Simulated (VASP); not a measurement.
# SiO2 (I-42d) in VASP: notebook

The runs below take SiO2 through single point, with PBE.

All numbers are computed with VASP 6.6.1; they aren't measurements. Logs are shortened: lines on timing, memory, paths and dates and some standing lists are left out, and cuts for length are marked.

## (1) The cell of the first run

Symmetry: I-42d, No. 122, tetragonal system. Conventional cell: a = 5.026 Å, b = 5.026 Å, c = 7.372 Å, α = 90.00°, β = 90.00°, γ = 90.00°. Within 2.2 Å of Si (site symmetry -4) lie 4 O at 1.63 Å. Within 2.2 Å of O (site symmetry 2) lie 2 Si at 1.63 Å.

## (2) Single point, PBE

Contents of INCAR:

```
SYSTEM = SiO2
ALGO     = Normal         ! electronic algorithm
EDIFF    = 1E-7           ! SCF threshold, eV
ENCUT    = 520            ! plane-wave cutoff, eV
GGA      = PE             ! functional
ISIF     = 2              ! what is computed and relaxed
ISMEAR   = 0              ! smearing method
LASPH    = .True.         ! aspherical terms in the spheres
LCHARG   = .False.        ! write CHGCAR
LREAL    = .False.        ! projectors in reciprocal space
LWAVE    = .False.        ! write WAVECAR
NBANDS   = 25             ! bands
NELM     = 60             ! most SCF steps
PREC     = Accurate       ! precision mode
SIGMA    = 0.02           ! smearing width, eV
```

Contents of KPOINTS:

```
k-points
0
Gamma
  6 6 6
  0 0 0
```

Contents of POSCAR:

```
SiO2
1.0
   -2.5131486709      2.5131486709      3.6858705496
    2.5131486709     -2.5131486709      3.6858705496
    2.5131486709      2.5131486709     -3.6858705496
Si O
2 4
Direct
    0.0000000000      0.0000000000      0.0000000000
    0.7500000000      0.2500000000      0.5000000000
    0.3750000000      0.2174786141      0.3424786141
    0.9674786141      0.6250000000      0.8424786141
    0.7825213859      0.1250000000      0.1575213859
    0.8750000000      0.0325213859      0.6575213859
```

Potentials or basis: VASP PAW PBE potentials, release 64 (Si, O).

Started as:

```bash
$ cat potpaw_PBE.64/Si/POTCAR potpaw_PBE.64/O/POTCAR > POTCAR
$ mpirun -np 1 vasp_std > vasp.out
```

OUTCAR:

```text
SYSTEM = SiO2
   EDIFF = 1E-7
   ENCUT = 520
   GGA = PE
   ISIF = 2
   ISMEAR = 0
   LASPH = .True.
   LREAL = .False.
   NELM = 60
   PREC = Accurate

 ion  position               nearest neighbor table
   1  0.000  0.000  0.000-   3 1.63   4 1.63   5 1.63   6 1.63   2 3.12   2 3.12   2 3.12   2 3.12

   2  0.750  0.250  0.500-   4 1.63   3 1.63   5 1.63   6 1.63   1 3.12   1 3.12   1 3.12   1 3.12

   3  0.375  0.217  0.342-   1 1.63   2 1.63
   4  0.967  0.625  0.842-   2 1.63   1 1.63
   5  0.783  0.125  0.158-   1 1.63   2 1.63
   6  0.875  0.033  0.658-   1 1.63   2 1.63

  LATTYP: Found a body centered tetragonal cell.
 ALAT       =     5.0262973418
 C/A-ratio  =     1.4666345021

  Lattice vectors:

 A1 = (  -2.5131486709,   2.5131486709,   3.6858705496)
 A2 = (   2.5131486709,  -2.5131486709,   3.6858705496)
 A3 = (   2.5131486709,   2.5131486709,  -3.6858705496)

Analysis of symmetry for initial positions (statically):
=====================================================================
 Subroutine PRICEL returns:
 Original cell was already a primitive cell.

 Routine SETGRP: Setting up the symmetry group for a
 body centered tetragonal supercell.

 Subroutine GETGRP returns: Found  8 space group operations
 (whereof  4 operations were pure point group operations)
 out of a pool of 16 trial point group operations.

The static configuration has the point symmetry S_4 .
 The point group associated with its full space group is D_2d.

Analysis of symmetry for dynamics (positions and initial velocities):
=====================================================================
 Subroutine PRICEL returns:
 Original cell was already a primitive cell.

 Routine SETGRP: Setting up the symmetry group for a
 body centered tetragonal supercell.

 Subroutine GETGRP returns: Found  8 space group operations
 (whereof  4 operations were pure point group operations)
 out of a pool of 16 trial point group operations.

The dynamic configuration has the point symmetry S_4 .
 The point group associated with its full space group is D_2d.

 Subroutine INISYM returns: Found  8 space group operations
 (whereof  4 operations are pure point group operations),
 and found     1 'primitive' translations

----------------------------------------------------------------------------------------

                                     Primitive cell

[... 100 lines left out ...]
   EDIFFG = 0.1E-05   stopping-criterion for IOM
   NSW    =      0    number of steps for IOM
   IBRION =     -1    ionic relax: 0-MD 1-quasi-New 2-CG
   NFREE  =      0    steps in history (QN), initial steepest desc. (CG)
   ISIF   =      2    stress and relaxation
   ISYM   =      2    0-nonsym 1-usesym 2-fastsym
   POTIM  = 0.5000    time-step for ionic-motion
   TEBEG  =    0.0;   TEEND  =   0.0 temperature during run
   PSTRESS=    0.0 pullay stress
   NELECT =      32.0000    total number of electrons
   NUPDOWN=      -1.0000    fix difference up-down
   EMIN   =  10.00;   EMAX   =-10.00  energy-range for DOS
   EFERMI =   0.00;   METHOD = LEGACY
   ISMEAR =     0;   SIGMA  =   0.02  broadening in eV -4-tet -1-fermi 0-gaus
   EFERMI_NEDOS =   21; number of points for ismear=-14 and -15
   IALGO  =     38    algorithm
   IMIX   =      4    mixing-type and parameters
     AMIX     =   0.40;   BMIX     =  1.00
     AMIX_MAG =   1.60;   BMIX_MAG =  1.00
  volume/ion in A,a.u.               =      15.52       104.73
  Fermi-wavevector in a.u.,A,eV,Ry     =   1.146690  2.166930 17.890272  1.314898
  Thomas-Fermi vector in A             =   2.283373
   LORBIT       =      0    0 simple, 1 ext, 2 COOP (PROOUT), +10 PAW based schemes
   GGA     = PE    functional components
   LHFCALC =     F    Hartree Fock is set to
   AEXX    =    0.0000 exact exchange contribution
   IVDW    =     0    specifies the selected vdW correction
   LEPSILON=     F    determine dielectric tensor
   LRPA    =     F    only Hartree local field effects (RPA)
 non-spin polarized calculation
 Gauss-broadening in eV      SIGMA  =   0.02
  energy-cutoff  :      520.00
  volume of cell :       93.12
 maximum number of plane-waves:      2531
 NGX is ok and might be reduce to    40
   NGX = 19   NGY = 19   NGZ = 19

 number of electron      31.9999995 magnetization

 Free energy of the ion-electron system (eV)
  ---------------------------------------------------
  ext. energy  EPLUGINS =         0.00000000
  ---------------------------------------------------
  free energy    TOTEN  =       -47.49209328 eV

  energy without entropy =      -47.49209328  energy(sigma->0) =      -47.49209328

 E-fermi :  -0.5376     XC(G=0):  -8.0118

 val. band max:       -0.6371490070   @ k =   0.0000   0.0000   0.0000
 cond. band min:       5.0995768207   @ k =   0.0000   0.0000   0.0000
 fundamental gap:      5.7367258277
 Fermi energy:        -0.5376385740

 k-point     1 :       0.0000    0.0000    0.0000
  band No.  band energies     occupation
      1     -19.7368      2.00000
      2     -17.7370      2.00000
      3     -17.7370      2.00000
      4     -17.6784      2.00000
      5      -9.8624      2.00000
      6      -6.1223      2.00000
[... 661 lines left out ...]
     24      12.1840      0.00000
     25      12.7883      0.00000

 [... further k-points ...]

------------------------ aborting loop because EDIFF is reached ----------------------------------------

  FORCE on cell =-STRESS in cart. coord.  units (eV):
  Direction    XX          YY          ZZ          XY          YZ          ZX
  --------------------------------------------------------------------------------------
  -------------------------------------------------------------------------------------
  Total        0.0518227      0.0518227      0.0922962      0.0000000      0.0000000      0.0000000
  in kB        0.8916490      0.8916490      1.5880279      0.0000000      0.0000000      0.0000000
  external PRESSURE =       1.1237753 kB  Pullay stress =       0.0000000 kB

 VOLUME and BASIS-vectors are now :
 -----------------------------------------------------------------------------
  energy-cutoff  :      520.00
  volume of cell :       93.12
      direct lattice vectors                 reciprocal lattice vectors
    -2.513148671  2.513148671  3.685870550     0.000000000  0.198953610  0.135653163
     2.513148671 -2.513148671  3.685870550     0.198953610  0.000000000  0.135653163
     2.513148671  2.513148671 -3.685870550     0.198953610  0.198953610  0.000000000

 POSITION                                       TOTAL-FORCE (eV/Angst)
 -----------------------------------------------------------------------------------
      0.00000      0.00000      0.00000         0.000000      0.000000      0.000000
     -0.00000      2.51315      1.84294         0.000000      0.000000     -0.000000
      0.46483      1.25657      0.92147        -0.006962      0.000000     -0.000000
      1.25657      2.97797      2.76440         0.000000     -0.006962     -0.000000
     -1.25657      2.04832      2.76440         0.000000      0.006962      0.000000
     -0.46483      3.76972      0.92147         0.006962      0.000000      0.000000
 -----------------------------------------------------------------------------------
    total drift:                                0.000004      0.000004      0.000003

  FREE ENERGIE OF THE ION-ELECTRON SYSTEM (eV)
  ---------------------------------------------------
  free  energy   TOTEN  =       -47.4920932847 eV

  energy  without entropy=      -47.4920932847  energy(sigma->0) =      -47.49209328
```

OSZICAR:

```text
N       E                     dE             d eps       ncg     rms          rms(c)
DAV:   1     0.178235583075E+03    0.17824E+03   -0.15958E+04  1508   0.113E+03
DAV:   2    -0.410303398040E+02   -0.21927E+03   -0.20979E+03  2011   0.272E+02
DAV:   3    -0.537773044702E+02   -0.12747E+02   -0.12687E+02  2013   0.678E+01
DAV:   4    -0.539052938877E+02   -0.12799E+00   -0.12793E+00  1791   0.773E+00
DAV:   5    -0.539068921828E+02   -0.15983E-02   -0.15978E-02  1998   0.850E-01    0.203E+01
DAV:   6    -0.474770263232E+02    0.64299E+01   -0.20453E+01  1843   0.285E+01    0.994E+00
DAV:   7    -0.474934279246E+02   -0.16402E-01   -0.72057E-01  1945   0.452E+00    0.351E+00
DAV:   8    -0.474858854914E+02    0.75424E-02   -0.35224E-02  1910   0.157E+00    0.137E+00
DAV:   9    -0.474906958991E+02   -0.48104E-02   -0.21933E-02  1885   0.108E+00    0.285E-01
DAV:  10    -0.474921108956E+02   -0.14150E-02   -0.17786E-03  1595   0.256E-01    0.783E-02
DAV:  11    -0.474920870853E+02    0.23810E-04   -0.47232E-04  1919   0.152E-01    0.224E-02
DAV:  12    -0.474920912896E+02   -0.42043E-05   -0.16682E-05  1828   0.283E-02    0.155E-02
DAV:  13    -0.474920931516E+02   -0.18620E-05   -0.33875E-06  1780   0.130E-02    0.280E-03
DAV:  14    -0.474920932759E+02   -0.12428E-06   -0.18158E-07  1436   0.294E-03    0.107E-03
DAV:  15    -0.474920932847E+02   -0.87866E-08   -0.17453E-08  1309   0.108E-03
   1 F= -.47492093E+02 E0= -.47492093E+02  d E =-.185214E-14
```

It took 66 s on 1 thread of Intel Xeon Platinum 8259CL at 2.50GHz (Skylake/Cascade Lake), shared host; peak memory 0.25 GiB.

Results:

```yaml
Free_energy: -47.4921 eV
Pressure: 0.1 GPa
Largest_force: 0.007 eV/Å
Band_gap_on_the_k_mesh: 5.74 eV, direct
```

Forces on the atoms (eV/Å):
```
Si   0.000  0.000  0.000
Si   0.000  0.000  0.000
O   -0.007  0.000  0.000
O    0.000 -0.007  0.000
O    0.000  0.007  0.000
O    0.007  0.000  0.000
```

Levels at points of the mesh, in eV from the valence-band top:
```csv
k point,band 13,band 14,band 15,band 16,band 17,band 18,band 19,band 20
"(0.00, 0.00, 0.00)",-1.55,-0.65,0.00,0.00,5.74,8.71,10.23,10.29
"(0.50, 0.00, 0.00)",-1.48,-0.79,-0.51,-0.13,7.93,8.83,9.58,10.02
"(0.50, 0.50, 0.00)",-0.97,-0.97,-0.35,-0.35,8.91,8.91,10.02,10.02
"(0.50, 0.50, 0.50)",-1.43,-1.43,-0.34,-0.34,8.73,8.73,10.18,10.18
```

A k mesh can miss the band edges. As with any semilocal functional, this PBE gap is likely too small.

## (3) Single point, PBE

Contents of INCAR:

```
PREC = Accurate
ENCUT = 520
EDIFF = 1E-6
ISMEAR = 0
SIGMA = 0.02
LREAL = False
LASPH = True
NELM = 60
ALGO = Normal
ISIF = 2
LWAVE = False
LCHARG = False
GGA = PE
NBANDS = 25
```

Contents of KPOINTS:

```
Automatic mesh
0
Gamma
  6 6 6
```

POSCAR is that of step 2.

Potentials or basis: VASP PAW PBE potentials, release 64 (Si, O).

Started as:

```bash
$ cat potpaw_PBE.64/Si/POTCAR potpaw_PBE.64/O/POTCAR > POTCAR
$ mpirun -np 1 vasp_std > vasp.out
```

Run time: 63 s. Hardware: 1 thread of Intel Xeon Platinum 8259CL at 2.50GHz (Skylake/Cascade Lake), shared host; peak memory 0.25 GiB.

The run converged. Its results:

```yaml
Free_energy: -47.4921 eV
Pressure: 0.1 GPa
Largest_force: 0.007 eV/Å
Band_gap_on_the_k_mesh: 5.74 eV, direct
```

Forces on the atoms (eV/Å):
```
Si   0.000  0.000  0.000
Si   0.000  0.000  0.000
O   -0.007  0.000  0.000
O    0.000 -0.007  0.000
O    0.000  0.007  0.000
O    0.007  0.000  0.000
```

Levels at points of the mesh, in eV from the valence-band top:
```csv
k point,band 12,band 13,band 14,band 15,band 16,band 17,band 18,band 19,band 20,band 21
"(0.00, 0.00, 0.00)",-1.60,-1.55,-0.65,0.00,0.00,5.74,8.71,10.23,10.29,10.29
"(0.50, 0.00, 0.00)",-1.61,-1.48,-0.79,-0.51,-0.13,7.93,8.83,9.58,10.02,10.56
"(0.50, 0.50, 0.00)",-2.05,-0.97,-0.97,-0.35,-0.35,8.91,8.91,10.02,10.02,10.95
"(0.50, 0.50, 0.50)",-2.06,-1.43,-1.43,-0.34,-0.34,8.73,8.73,10.18,10.18,11.31
```

A k mesh can miss the band edges.
